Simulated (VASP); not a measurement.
# Ti (Im-3m) in VASP: single point with PBE

Aim: the single point of Ti with PBE.

All numbers are computed with VASP 6.6.1; they aren't measurements. Logs are shortened: lines on timing, memory, paths and dates and some standing lists are left out, and cuts for length are marked.

## Step 1: The cell of the first run

Symmetry: Im-3m, No. 229, cubic system. The conventional cell has a = 3.320 Å, b = 3.320 Å, c = 3.320 Å, α = 90.00°, β = 90.00°, γ = 90.00°. Ti (site symmetry m-3m) has 14 Ti at 2.88 to 3.32 Å within 3.8 Å.

## Step 2: Single point, PBE

Input file INCAR:

```
ALGO     = Normal         # electronic algorithm
EDIFF    = 1E-6           # SCF threshold, eV
ENCUT    = 520            # plane-wave cutoff, eV
GGA      = PE             # functional
ISIF     = 2              # what is computed and relaxed
ISMEAR   = -1             # smearing method
LASPH    = T              # aspherical terms in the spheres
LCHARG   = F              # write CHGCAR
LREAL    = F              # projectors in reciprocal space
LWAVE    = F              # write WAVECAR
NBANDS   = 12             # bands
NELM     = 100            # most SCF steps
PREC     = Accurate       # precision mode
SIGMA    = 0.06122561905347299 # smearing width, eV
```

Input file KPOINTS:

```
k-points
0
Gamma
  47 47 47
```

Input file POSCAR:

```
Ti
1.0
   -1.6602107622      1.6602107622      1.6602107622
    1.6602107622     -1.6602107622      1.6602107622
    1.6602107622      1.6602107622     -1.6602107622
Ti
1
Direct
    0.0000000000      0.0000000000      0.0000000000
```

Potentials or basis: VASP PAW PBE potentials, release 64 (Ti_sv).

Started as:

```bash
$ cat potpaw_PBE.64/Ti_sv/POTCAR > POTCAR
$ mpirun -np 1 vasp_std > vasp.out
```

OUTCAR:

```text
EDIFF = 1E-6
   ENCUT = 520
   GGA = PE
   ISIF = 2
   ISMEAR = -1
   LASPH = T
   LREAL = F
   NELM = 100
   PREC = Accurate

 ion  position               nearest neighbor table
   1  0.000  0.000  0.000-

  LATTYP: Found a body centered cubic cell.
 ALAT       =     3.3204215244

  Lattice vectors:

 A1 = (  -1.6602107622,   1.6602107622,   1.6602107622)
 A2 = (   1.6602107622,  -1.6602107622,   1.6602107622)
 A3 = (   1.6602107622,   1.6602107622,  -1.6602107622)

Analysis of symmetry for initial positions (statically):
=====================================================================
 Subroutine PRICEL returns:
 Original cell was already a primitive cell.

 Routine SETGRP: Setting up the symmetry group for a
 body centered cubic supercell.

 Subroutine GETGRP returns: Found 48 space group operations
 (whereof 48 operations were pure point group operations)
 out of a pool of 48 trial point group operations.

The static configuration has the point symmetry O_h .

Analysis of symmetry for dynamics (positions and initial velocities):
=====================================================================
 Subroutine PRICEL returns:
 Original cell was already a primitive cell.

 Routine SETGRP: Setting up the symmetry group for a
 body centered cubic supercell.

 Subroutine GETGRP returns: Found 48 space group operations
 (whereof 48 operations were pure point group operations)
 out of a pool of 48 trial point group operations.

The dynamic configuration has the point symmetry O_h .

 Subroutine INISYM returns: Found 48 space group operations
 (whereof 48 operations are pure point group operations),
 and found     1 'primitive' translations

----------------------------------------------------------------------------------------

                                     Primitive cell

  volume of cell :      18.3042

  direct lattice vectors                    reciprocal lattice vectors
    -1.660210762  1.660210762  1.660210762     0.000000000  0.301166582  0.301166582
     1.660210762 -1.660210762  1.660210762     0.301166582  0.000000000  0.301166582
     1.660210762  1.660210762 -1.660210762     0.301166582  0.301166582  0.000000000

  length of vectors
     2.875569391  2.875569391  2.875569391     0.425913864  0.425913864  0.425913864

  position of ions in fractional coordinates (direct lattice)
     0.000000000  0.000000000  0.000000000

  ion indices of the primitive-cell ions
   primitive index   ion index
                 1           1

----------------------------------------------------------------------------------------

 KPOINTS: k-points

Automatic generation of k-mesh.
 Grid dimensions read from file:
 generate k-points for:   47   47   47

 Generating k-lattice:

  Cartesian coordinates                     Fractional coordinates (reciprocal lattice)
     0.000000000  0.006407800  0.006407800     0.021276596  0.000000000  0.000000000
     0.006407800  0.000000000  0.006407800     0.000000000  0.021276596  0.000000000
     0.006407800  0.006407800  0.000000000     0.000000000  0.000000000  0.021276596

  Length of vectors
     0.009061997  0.009061997  0.009061997

  Shift w.r.t. Gamma in fractional coordinates (k-lattice)
     0.000000000  0.000000000  0.000000000

 Subroutine IBZKPT returns following result:
 ===========================================

 Found   2600 irreducible k-points:

 Following reciprocal coordinates:
            Coordinates               Weight
  0.000000  0.000000  0.000000      1.000000
  0.021277  0.000000  0.000000     12.000000
  0.042553  0.000000  0.000000     12.000000
  0.063830  0.000000  0.000000     12.000000
  0.085106  0.000000  0.000000     12.000000
  0.106383  0.000000  0.000000     12.000000
[... 16 lines left out ...]
  0.468085  0.000000  0.000000     12.000000
  0.489362  0.000000  0.000000     12.000000
 [... further k-points ...]
   k-points           NKPTS =   2600   k-points in BZ     NKDIM =   2600   number of bands    NBANDS=     12
   number of dos      NEDOS =    301   number of ions     NIONS =      1
   total plane-waves  NPLWV =  13824
   dimension x,y,z NGX =    24 NGY =   24 NGZ =   24
   dimension x,y,z NGXF=    48 NGYF=   48 NGZF=   48
   ions per type =               1
   NGX,Y,Z   is equivalent  to a cutoff of  13.88, 13.88, 13.88 a.u.
   NGXF,Y,Z  is equivalent  to a cutoff of  27.75, 27.75, 27.75 a.u.
 SYSTEM =  unknown system
   PREC   = accura    normal or accurate (medium, high low for compatibility)
   ISTART =      0    job   : 0-new  1-cont  2-samecut
   ICHARG =      2    charge: 1-file 2-atom 10-const
   ISPIN  =      1    spin polarized calculation?
   LNONCOLLINEAR =      F non collinear calculations
   LSORBIT =      F    spin-orbit coupling
   LASPH  =      T    aspherical Exc in radial PAW
   ENCUT  =  520.0 eV  38.22 Ry    6.18 a.u.   5.35  5.35  5.35*2*pi/ulx,y,z
   NELM   =    100;   NELMIN=  2; NELMDL= -5     # of ELM steps
   EDIFF  = 0.1E-05   stopping-criterion for ELM
   LREAL  =      F    real-space projection
   EDIFFG = 0.1E-04   stopping-criterion for IOM
   NSW    =      0    number of steps for IOM
   IBRION =     -1    ionic relax: 0-MD 1-quasi-New 2-CG
   NFREE  =      0    steps in history (QN), initial steepest desc. (CG)
   ISIF   =      2    stress and relaxation
   ISYM   =      2    0-nonsym 1-usesym 2-fastsym
   POTIM  = 0.5000    time-step for ionic-motion
   TEBEG  =    0.0;   TEEND  =   0.0 temperature during run
   PSTRESS=    0.0 pullay stress
   NELECT =      12.0000    total number of electrons
   NUPDOWN=      -1.0000    fix difference up-down
   EMIN   =  10.00;   EMAX   =-10.00  energy-range for DOS
   EFERMI =   0.00;   METHOD = LEGACY
   ISMEAR =    -1;   SIGMA  =   0.06  broadening in eV -4-tet -1-fermi 0-gaus
   EFERMI_NEDOS =   21; number of points for ismear=-14 and -15
   IALGO  =     38    algorithm
   IMIX   =      4    mixing-type and parameters
     AMIX     =   0.40;   BMIX     =  1.00
     AMIX_MAG =   1.60;   BMIX_MAG =  1.00
  volume/ion in A,a.u.               =      18.30       123.52
  Fermi-wavevector in a.u.,A,eV,Ry     =   1.422172  2.687515 27.518766  2.022572
  Thomas-Fermi vector in A             =   2.542904
   LORBIT       =      0    0 simple, 1 ext, 2 COOP (PROOUT), +10 PAW based schemes
   GGA     = PE    functional components
   LHFCALC =     F    Hartree Fock is set to
   AEXX    =    0.0000 exact exchange contribution
   IVDW    =     0    specifies the selected vdW correction
   LEPSILON=     F    determine dielectric tensor
   LRPA    =     F    only Hartree local field effects (RPA)
 non-spin polarized calculation
  energy-cutoff  :      520.00
  volume of cell :       18.30
 maximum number of plane-waves:       531
 NGX is ok and might be reduce to    24
   NGX = 11   NGY = 11   NGZ = 11

 number of electron      12.0000004 magnetization

 Free energy of the ion-electron system (eV)
  ---------------------------------------------------
  ext. energy  EPLUGINS =         0.00000000
  ---------------------------------------------------
  free energy    TOTEN  =        -7.71898823 eV

  energy without entropy =       -7.68792491  energy(sigma->0) =       -7.70345657

 E-fermi :   7.5542     XC(G=0): -11.2497

 val. band max:        7.5540230190   @ k =  -0.2979  -0.4681   0.0638
 cond. band min:       7.5548057930   @ k =  -0.4255   0.4255   0.1277
 fundamental gap:      0.0007827740
 Fermi energy:         7.5541818800

 k-point     1 :       0.0000    0.0000    0.0000
  band No.  band energies     occupation
      1     -49.0844      2.00000
      2     -24.9968      2.00000
      3     -24.9968      2.00000
      4     -24.9968      2.00000
      5       1.7175      2.00000
      6       8.4923      0.00000
      7       8.4923      0.00000
      8       8.4923      0.00000
      9      10.1378      0.00000
     10      10.1378      0.00000
     11      24.5912      0.00000
     12      24.5912      0.00000

 k-point     2 :       0.0213    0.0000    0.0000
  band No.  band energies     occupation
      1     -49.0839      2.00000
      2     -24.9993      2.00000
      3     -24.9976      2.00000
      4     -24.9968      2.00000
      5       1.7324      2.00000
      6       8.4856      0.00000
      7       8.4907      0.00000
      8       8.5028      0.00000
      9      10.1297      0.00000
     10      10.1382      0.00000
     11      24.5642      0.00000
     12      24.5899      0.00000

 k-point     3 :       0.0426    0.0000    0.0000
  band No.  band energies     occupation
      1     -49.0825      2.00000
      2     -25.0072      2.00000
      3     -25.0000      2.00000
      4     -24.9968      2.00000
      5       1.7768      2.00000
      6       8.4658      0.00000
      7       8.4857      0.00000
      8       8.5343      0.00000
      9      10.1063      0.00000
     10      10.1394      0.00000
     11      24.4806      0.00000
     12      24.5838      0.00000

 k-point     4 :       0.0638    0.0000    0.0000
  band No.  band energies     occupation
      1     -49.0802      2.00000
      2     -25.0200      2.00000
      3     -25.0040      2.00000
      4     -24.9968      2.00000
      5       1.8504      2.00000
      6       8.4334      0.00000
      7       8.4761      0.00000
      8       8.5866      0.00000
      9      10.0699      0.00000
     10      10.1414      0.00000
     11      24.3407      0.00000
     12      24.5664      0.00000

 k-point     5 :       0.0851    0.0000    0.0000
  band No.  band energies     occupation
      1     -49.0771      2.00000
      2     -25.0376      2.00000
      3     -25.0095      2.00000
      4     -24.9969      2.00000
      5       1.9526      2.00000
      6       8.3893      0.00000
      7       8.4601      0.00000
      8       8.6591      0.00000
      9      10.0246      0.00000
     10      10.1446      0.00000
     11      24.1423      0.00000
     12      24.5287      0.00000
[... 228 lines left out ...]
      1     -48.9843      2.00000
      2     -25.5329      2.00000
      3     -25.1675      2.00000
      4     -24.9995      2.00000
      5       5.1188      2.00000
      6       7.2664      1.98197
      7       8.2465      0.00002
      8      10.1088      0.00000
      9      10.4136      0.00000
     10      11.3178      0.00000
     11      16.4058      0.00000
     12      20.8415      0.00000

 k-point    22 :       0.4468    0.0000    0.0000
  band No.  band energies     occupation
      1     -48.9815      2.00000
      2     -25.5471      2.00000
      3     -25.1721      2.00000
      4     -24.9996      2.00000
      5       5.1746      2.00000
      6       7.2369      1.98883
      7       8.3763      0.00000
      8      10.1153      0.00000
      9      10.4277      0.00000
     10      11.4235      0.00000
     11      16.0975      0.00000
     12      20.7279      0.00000

 k-point    23 :       0.4681    0.0000    0.0000
  band No.  band energies     occupation
      1     -48.9797      2.00000
      2     -25.5568      2.00000
      3     -25.1753      2.00000
      4     -24.9997      2.00000
      5       5.2080      2.00000
      6       7.2170      1.99192
      7       8.4801      0.00000
      8      10.1165      0.00000
      9      10.4375      0.00000
     10      11.4966      0.00000
     11      15.8814      0.00000
     12      20.6514      0.00000

 k-point    24 :       0.4894    0.0000    0.0000
  band No.  band energies     occupation
      1     -48.9787      2.00000
      2     -25.5616      2.00000
      3     -25.1769      2.00000
      4     -24.9997      2.00000
      5       5.2235      2.00000
      6       7.2070      1.99313
      7       8.5381      0.00000
      8      10.1157      0.00000
      9      10.4426      0.00000
     10      11.5339      0.00000
     11      15.7698      0.00000
     12      20.6128      0.00000

 [... further k-points ...]
[... 5 lines left out ...]
  --------------------------------------------------------------------------------------
  -------------------------------------------------------------------------------------
  Total       -0.6598965     -0.6598965     -0.6598965      0.0000000      0.0000000     -0.0000000
  in kB      -57.7612696    -57.7612696    -57.7612696      0.0000000      0.0000000     -0.0000000
  external PRESSURE =     -57.7612696 kB  Pullay stress =       0.0000000 kB

 VOLUME and BASIS-vectors are now :
 -----------------------------------------------------------------------------
  energy-cutoff  :      520.00
  volume of cell :       18.30
      direct lattice vectors                 reciprocal lattice vectors
    -1.660210762  1.660210762  1.660210762     0.000000000  0.301166582  0.301166582
     1.660210762 -1.660210762  1.660210762     0.301166582  0.000000000  0.301166582
     1.660210762  1.660210762 -1.660210762     0.301166582  0.301166582  0.000000000

 POSITION                                       TOTAL-FORCE (eV/Angst)
 -----------------------------------------------------------------------------------
      0.00000      0.00000      0.00000         0.000000      0.000000      0.000000
 -----------------------------------------------------------------------------------
    total drift:                                0.000000      0.000000     -0.000000

  FREE ENERGIE OF THE ION-ELECTRON SYSTEM (eV)
  ---------------------------------------------------
  free  energy   TOTEN  =        -7.7189882312 eV

  energy  without entropy=       -7.6879249141  energy(sigma->0) =       -7.70345657
```

It took 2.2 min on 1 thread of Intel Xeon 6975P-C (Granite Rapids), shared host; peak memory 0.64 GiB.

Results:

| Quantity | Value |
| --- | --- |
| Free energy | -7.7190 eV |
| Pressure | -5.8 GPa |
| Band gap on the k mesh | zero (band 6 reaches 8.49 eV, above the bottom of band 7 at 6.92 eV) |

Levels at points of the mesh, in eV from the Fermi level:
```tsv
k point	band 4	band 5	band 6	band 7	band 8	band 9
(0.00, 0.00, 0.00)	-32.55	-5.84	0.94	0.94	0.94	2.58
```
